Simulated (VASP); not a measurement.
# BiS7 (P4/mmm) in VASP: single point with PBE

Aim: the single point of BiS7 with PBE.

All numbers are computed with VASP 6.6.1; they aren't measurements. Logs are shortened: lines on timing, memory, paths and dates and some standing lists are left out, and cuts for length are marked.

### 1 The cell of the first run

It takes space group P4/mmm (No. 123, tetragonal). The conventional cell has a = 3.831 Å, b = 3.831 Å, c = 11.040 Å, α = 90.00°, β = 90.00°, γ = 90.00°. Bi (site symmetry 4/mmm) has 6 S at 2.71 to 3.07 Å within 3.6 Å. S (site symmetry 4mm) has 6 S at 2.37 to 3.15 Å within 3.2 Å. Within 3.6 Å of S (site symmetry 4/mmm) lie 4 Bi at 2.71 Å and 2 S at 3.15 Å. S (site symmetry 4mm) has 5 S at 2.45 to 2.71 Å and 1 Bi at 3.07 Å within 3.2 Å. S (site symmetry 4/mmm) has 6 S at 2.45 to 2.71 Å within 3.2 Å. S (site symmetry 4/mmm) has 6 S at 2.37 to 2.71 Å within 3.1 Å.

The cell was generated, and may not be a known phase.

### 2 Single point, PBE

INCAR

```
ALGO     = Normal         # electronic algorithm
EDIFF    = 1E-6           # SCF threshold, eV
ENCUT    = 520            # plane-wave cutoff, eV
GGA      = PE             # functional
ISIF     = 2              # what is computed and relaxed
ISMEAR   = 0              # smearing method
LASPH    = True           # aspherical terms in the spheres
LCHARG   = True           # write CHGCAR
LELF     = True           # ELF
LREAL    = False          # projectors in reciprocal space
LVHAR    = True         
LWAVE    = False          # write WAVECAR
NBANDS   = 38             # bands
NELM     = 60             # most SCF steps
PREC     = Accurate       # precision mode
SIGMA    = 0.1            # smearing width, eV
```

KPOINTS

```
k-points
0
Gamma
  8 8 4
```

POSCAR

```
BiS7
1.0
    3.8314732719      0.0000000000      0.0000000000
    0.0000000000      3.8314732719      0.0000000000
    0.0000000000      0.0000000000     11.0402711642
Bi S
1 7
Direct
    0.0000000000      0.0000000000      0.0000000000
    0.5000000000      0.5000000000      0.2849390909
    0.5000000000      0.5000000000      0.7150609091
    0.5000000000      0.5000000000      0.0000000000
    0.0000000000      0.0000000000      0.2776939420
    0.0000000000      0.0000000000      0.7223060580
    0.0000000000      0.0000000000      0.5000000000
    0.5000000000      0.5000000000      0.5000000000
```

Potentials or basis: VASP PAW PBE potentials, release 64 (Bi_d, S).

On the command line:

```
> cat potpaw_PBE.64/Bi_d/POTCAR potpaw_PBE.64/S/POTCAR > POTCAR
> mpirun -np 1 vasp_std > vasp.out
```

OUTCAR:

```text
EDIFF = 1E-6
   ENCUT = 520
   GGA = PE
   ISIF = 2
   ISMEAR = 0
   LASPH = True
   LREAL = False
   NELM = 60
   PREC = Accurate

 ion  position               nearest neighbor table
   1  0.000  0.000  0.000-   4 2.71   4 2.71   4 2.71   4 2.71   6 3.07   5 3.07
   2  0.500  0.500  0.285-   8 2.37   5 2.71   5 2.71   5 2.71   5 2.71
   3  0.500  0.500  0.715-   8 2.37   6 2.71   6 2.71   6 2.71   6 2.71
   4  0.500  0.500  0.000-   1 2.71   1 2.71   1 2.71   1 2.71
   5  0.000  0.000  0.278-   7 2.45   2 2.71   2 2.71   2 2.71   2 2.71   1 3.07
   6  0.000  0.000  0.722-   7 2.45   3 2.71   3 2.71   3 2.71   3 2.71   1 3.07
   7  0.000  0.000  0.500-   5 2.45   6 2.45   8 2.71   8 2.71   8 2.71   8 2.71
   8  0.500  0.500  0.500-   2 2.37   3 2.37   7 2.71   7 2.71   7 2.71   7 2.71

  LATTYP: Found a simple tetragonal cell.
 ALAT       =     3.8314732719
 C/A-ratio  =     2.8814689235

  Lattice vectors:

 A1 = (   3.8314732719,   0.0000000000,   0.0000000000)
 A2 = (   0.0000000000,   3.8314732719,   0.0000000000)
 A3 = (   0.0000000000,   0.0000000000,  11.0402711642)

Analysis of symmetry for initial positions (statically):
=====================================================================
 Subroutine PRICEL returns:
 Original cell was already a primitive cell.

 Routine SETGRP: Setting up the symmetry group for a
 simple tetragonal supercell.

 Subroutine GETGRP returns: Found 16 space group operations
 (whereof 16 operations were pure point group operations)
 out of a pool of 16 trial point group operations.

The static configuration has the point symmetry D_4h.

Analysis of symmetry for dynamics (positions and initial velocities):
=====================================================================
 Subroutine PRICEL returns:
 Original cell was already a primitive cell.

 Routine SETGRP: Setting up the symmetry group for a
 simple tetragonal supercell.

 Subroutine GETGRP returns: Found 16 space group operations
 (whereof 16 operations were pure point group operations)
 out of a pool of 16 trial point group operations.

The dynamic configuration has the point symmetry D_4h.

 Subroutine INISYM returns: Found 16 space group operations
 (whereof 16 operations are pure point group operations),
 and found     1 'primitive' translations

----------------------------------------------------------------------------------------

                                     Primitive cell

  volume of cell :     162.0733

  direct lattice vectors                    reciprocal lattice vectors
     3.831473272  0.000000000  0.000000000     0.260996209  0.000000000  0.000000000
     0.000000000  3.831473272  0.000000000     0.000000000  0.260996209  0.000000000
     0.000000000  0.000000000 11.040271164     0.000000000  0.000000000  0.090577485

  length of vectors
     3.831473272  3.831473272 11.040271164     0.260996209  0.260996209  0.090577485

  position of ions in fractional coordinates (direct lattice)
     0.000000000  0.000000000  0.000000000
     0.500000000  0.500000000  0.284939091
     0.500000000  0.500000000  0.715060909
     0.500000000  0.500000000  0.000000000
     0.000000000  0.000000000  0.277693942
     0.000000000  0.000000000  0.722306058
     0.000000000  0.000000000  0.500000000
     0.500000000  0.500000000  0.500000000

  ion indices of the primitive-cell ions
   primitive index   ion index
                 1           1
                 2           2
                 3           3
                 4           4
                 5           5
                 6           6
                 7           7
                 8           8

----------------------------------------------------------------------------------------

 KPOINTS: k-points

Automatic generation of k-mesh.
 Grid dimensions read from file:
 generate k-points for:    8    8    4

 Generating k-lattice:

  Cartesian coordinates                     Fractional coordinates (reciprocal lattice)
     0.032624526  0.000000000  0.000000000     0.125000000  0.000000000  0.000000000
     0.000000000  0.032624526  0.000000000     0.000000000  0.125000000  0.000000000
     0.000000000  0.000000000  0.022644371     0.000000000  0.000000000  0.250000000

  Length of vectors
     0.032624526  0.032624526  0.022644371

  Shift w.r.t. Gamma in fractional coordinates (k-lattice)
     0.000000000  0.000000000  0.000000000

 Subroutine IBZKPT returns following result:
 ===========================================

 Found     45 irreducible k-points:

 Following reciprocal coordinates:
            Coordinates               Weight
  0.000000  0.000000  0.000000      1.000000
  0.125000  0.000000  0.000000      4.000000
  0.250000  0.000000  0.000000      4.000000
  0.375000  0.000000  0.000000      4.000000
  0.500000  0.000000  0.000000      2.000000
  0.125000  0.125000  0.000000      4.000000
[... 16 lines left out ...]
  0.375000  0.125000  0.250000     16.000000
  0.500000  0.125000  0.250000      8.000000
 [... further k-points ...]
   k-points           NKPTS =     45   k-points in BZ     NKDIM =     45   number of bands    NBANDS=     38
   number of dos      NEDOS =    301   number of ions     NIONS =      8
   total plane-waves  NPLWV =  65856
   dimension x,y,z NGX =    28 NGY =   28 NGZ =   84
   dimension x,y,z NGXF=    56 NGYF=   56 NGZF=  168
   ions per type =               1   7
   NGX,Y,Z   is equivalent  to a cutoff of  12.15, 12.15, 12.65 a.u.
   NGXF,Y,Z  is equivalent  to a cutoff of  24.30, 24.30, 25.30 a.u.
 SYSTEM =  unknown system
   PREC   = accura    normal or accurate (medium, high low for compatibility)
   ISTART =      0    job   : 0-new  1-cont  2-samecut
   ICHARG =      2    charge: 1-file 2-atom 10-const
   ISPIN  =      1    spin polarized calculation?
   LNONCOLLINEAR =      F non collinear calculations
   LSORBIT =      F    spin-orbit coupling
   LASPH  =      T    aspherical Exc in radial PAW
   ENCUT  =  520.0 eV  38.22 Ry    6.18 a.u.   7.12  7.12 20.53*2*pi/ulx,y,z
   NELM   =     60;   NELMIN=  2; NELMDL= -5     # of ELM steps
   EDIFF  = 0.1E-05   stopping-criterion for ELM
   LREAL  =      F    real-space projection
   EDIFFG = 0.1E-04   stopping-criterion for IOM
   NSW    =      0    number of steps for IOM
   IBRION =     -1    ionic relax: 0-MD 1-quasi-New 2-CG
   NFREE  =      0    steps in history (QN), initial steepest desc. (CG)
   ISIF   =      2    stress and relaxation
   ISYM   =      2    0-nonsym 1-usesym 2-fastsym
   POTIM  = 0.5000    time-step for ionic-motion
   TEBEG  =    0.0;   TEEND  =   0.0 temperature during run
   PSTRESS=    0.0 pullay stress
   NELECT =      57.0000    total number of electrons
   NUPDOWN=      -1.0000    fix difference up-down
   EMIN   =  10.00;   EMAX   =-10.00  energy-range for DOS
   EFERMI =   0.00;   METHOD = LEGACY
   ISMEAR =     0;   SIGMA  =   0.10  broadening in eV -4-tet -1-fermi 0-gaus
   EFERMI_NEDOS =   21; number of points for ismear=-14 and -15
   IALGO  =     38    algorithm
   IMIX   =      4    mixing-type and parameters
     AMIX     =   0.40;   BMIX     =  1.00
     AMIX_MAG =   1.60;   BMIX_MAG =  1.00
  volume/ion in A,a.u.               =      20.26       136.72
  Fermi-wavevector in a.u.,A,eV,Ry     =   1.155569  2.183709 18.168410  1.335340
  Thomas-Fermi vector in A             =   2.292197
   LORBIT       =      0    0 simple, 1 ext, 2 COOP (PROOUT), +10 PAW based schemes
   GGA     = PE    functional components
   LHFCALC =     F    Hartree Fock is set to
   AEXX    =    0.0000 exact exchange contribution
   IVDW    =     0    specifies the selected vdW correction
   LEPSILON=     F    determine dielectric tensor
   LRPA    =     F    only Hartree local field effects (RPA)
 non-spin polarized calculation
 Gauss-broadening in eV      SIGMA  =   0.10
  energy-cutoff  :      520.00
  volume of cell :      162.07
 maximum number of plane-waves:      4400
   NGX = 15   NGY = 15   NGZ = 41

 number of electron      56.9999978 magnetization

 Free energy of the ion-electron system (eV)
  ---------------------------------------------------
  ext. energy  EPLUGINS =         0.00000000
  ---------------------------------------------------
  free energy    TOTEN  =       -29.18061731 eV

  energy without entropy =      -29.15851363  energy(sigma->0) =      -29.16956547

 E-fermi :   6.2493     XC(G=0): -10.0964

 val. band max:        6.2461662998   @ k =   0.2500   0.0000   0.0000
 cond. band min:       6.2528767119   @ k =   0.3750   0.2500   0.5000
 fundamental gap:      0.0067104121
 Fermi energy:         6.2492512358

 k-point     1 :       0.0000    0.0000    0.0000
  band No.  band energies     occupation
      1     -17.4688      2.00000
      2     -17.4257      2.00000
      3     -17.3748      2.00000
      4     -17.3305      2.00000
      5     -17.3305      2.00000
      6     -10.0334      2.00000
[... 30 lines left out ...]
     37      10.6991      0.00000
     38      10.7596      0.00000

 k-point     2 :       0.1250    0.0000    0.0000
  band No.  band energies     occupation
      1     -17.4624      2.00000
      2     -17.4305      2.00000
      3     -17.3692      2.00000
      4     -17.3332      2.00000
      5     -17.3303      2.00000
      6      -9.9191      2.00000
[... 30 lines left out ...]
     37      10.4099      0.00000
     38      10.6193      0.00000

 k-point     3 :       0.2500    0.0000    0.0000
  band No.  band energies     occupation
      1     -17.4489      2.00000
      2     -17.4418      2.00000
      3     -17.3539      2.00000
      4     -17.3394      2.00000
      5     -17.3296      2.00000
      6      -9.5825      2.00000
[... 30 lines left out ...]
     37      10.2585      0.00000
[... 781 lines left out ...]
 k-point    23 :       0.3750    0.1250    0.2500
  band No.  band energies     occupation
      1     -17.4618      2.00000
      2     -17.4287      2.00000
      3     -17.3453      2.00000
      4     -17.3344      2.00000
      5     -17.3315      2.00000
      6      -8.9486      2.00000
[... 30 lines left out ...]
     37       9.4494      0.00000
     38      11.6773      0.00000

 k-point    24 :       0.5000    0.1250    0.2500
  band No.  band energies     occupation
      1     -17.4670      2.00000
      2     -17.4244      2.00000
      3     -17.3479      2.00000
      4     -17.3312      2.00000
      5     -17.3269      2.00000
      6      -8.3416      2.00000
[... 30 lines left out ...]
     37       8.9892      0.00000
     38      12.1797      0.00000

 [... further k-points ...]
[... 5 lines left out ...]
  --------------------------------------------------------------------------------------
  -------------------------------------------------------------------------------------
  Total       -0.0879354     -0.0879354     -0.1727838      0.0000000      0.0000000      0.0000000
  in kB       -0.8692867     -0.8692867     -1.7080571      0.0000000      0.0000000      0.0000000
  external PRESSURE =      -1.1488768 kB  Pullay stress =       0.0000000 kB

 VOLUME and BASIS-vectors are now :
 -----------------------------------------------------------------------------
  energy-cutoff  :      520.00
  volume of cell :      162.07
      direct lattice vectors                 reciprocal lattice vectors
     3.831473272  0.000000000  0.000000000     0.260996209  0.000000000  0.000000000
     0.000000000  3.831473272  0.000000000     0.000000000  0.260996209  0.000000000
     0.000000000  0.000000000 11.040271164     0.000000000  0.000000000  0.090577485

 POSITION                                       TOTAL-FORCE (eV/Angst)
 -----------------------------------------------------------------------------------
      0.00000      0.00000      0.00000        -0.000000      0.000000      0.000000
      1.91574      1.91574      3.14580        -0.000000     -0.000000      0.015161
      1.91574      1.91574      7.89447        -0.000000      0.000000     -0.015161
      1.91574      1.91574      0.00000        -0.000000      0.000000      0.000000
      0.00000      0.00000      3.06582         0.000000      0.000000      0.011091
      0.00000      0.00000      7.97445        -0.000000     -0.000000     -0.011091
      0.00000      0.00000      5.52014        -0.000000      0.000000      0.000000
      1.91574      1.91574      5.52014        -0.000000      0.000000      0.000000
 -----------------------------------------------------------------------------------
    total drift:                               -0.000000      0.000000     -0.000000

  FREE ENERGIE OF THE ION-ELECTRON SYSTEM (eV)
  ---------------------------------------------------
  free  energy   TOTEN  =       -29.1806173110 eV

  energy  without entropy=      -29.1585136253  energy(sigma->0) =      -29.16956547
```

Wall time 10 min (1 thread of Intel Xeon 8259CL, shared host); peak memory 0.34 GiB.

What came out:

| Quantity | Value |
| --- | --- |
| Free energy | -29.1806 eV |
| Pressure | -0.1 GPa |
| Largest force | 0.015 eV/Å |
| Band gap on the k mesh | zero (an odd number of electrons rules out a gap without spin polarisation) |

Forces on the atoms (eV/Å):
```
Bi   0.000  0.000  0.000
S    0.000  0.000  0.015
S    0.000  0.000 -0.015
S    0.000  0.000  0.000
S    0.000  0.000  0.011
S    0.000  0.000 -0.011
S    0.000  0.000  0.000
S    0.000  0.000  0.000
```

Caveat: spin-orbit coupling is left out, which moves the levels of the heavy elements.
